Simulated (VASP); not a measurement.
Input of a VASP 6.6.1 run:

Contents of INCAR:

```
SYSTEM = TiCo
PREC     = Accurate       ! precision mode
ENCUT    = 600            ! plane-wave cutoff, eV
EDIFF    = 1E-6           ! SCF threshold, eV
ISMEAR   = 0              ! smearing method
SIGMA    = 0.1            ! smearing width, eV
LREAL    = .False.        ! projectors in reciprocal space
LASPH    = .True.         ! aspherical terms in the spheres
NELM     = 100            ! most SCF steps
ALGO     = Normal         ! electronic algorithm
ISIF     = 3              ! what is computed and relaxed
LWAVE    = .False.        ! write WAVECAR
LCHARG   = .False.        ! write CHGCAR
GGA      = PE             ! functional
IBRION   = 2              ! ionic algorithm
NSW      = 100            ! ionic steps
EDIFFG   = -0.01          ! ionic threshold
```

File KPOINTS:

```
regular mesh
0
Gamma
  18 18 18
  0 0 0
```

Contents of POSCAR:

```
TiCo
1.0
    2.9726505919      0.0000000000      0.0000000000
    0.0000000000      2.9726505919      0.0000000000
    0.0000000000      0.0000000000      2.9726505919
Ti Co
1 1
Direct
    0.5000000000      0.5000000000      0.5000000000
    0.0000000000      0.0000000000      0.0000000000
```

Potentials or basis: VASP PAW PBE potentials, release 64 (Ti_sv, Co).

Run with:

```console
$ cat potpaw_PBE.64/Ti_sv/POTCAR potpaw_PBE.64/Co/POTCAR > POTCAR
$ mpirun -np 1 vasp_std > vasp.out
```

Task: Estimate the relaxed cell.

Result: a = 2.969 Å, b = 2.969 Å, c = 2.969 Å, α = 90.00°, β = 90.00°, γ = 90.00°.

Task: What does it give for the space group after relaxing (to 0.1 Å)?

Result: Pm-3m (No. 221).

Task: Predict the relaxed volume.

Result: 13.08 Å³/atom.

Final structure:
```
Ti Co
1.0
     2.96888    0.00000    0.00000
     0.00000    2.96888    0.00000
     0.00000    0.00000    2.96888
Ti Co
1 1
Direct
  0.50000 0.50000 0.50000
  0.00000 0.00000 0.00000
```

Caveat: the run has no spin polarisation, though such a crystal can be magnetic. Spin polarisation is off, so any magnetic state and its effect on volume and gap are missing.
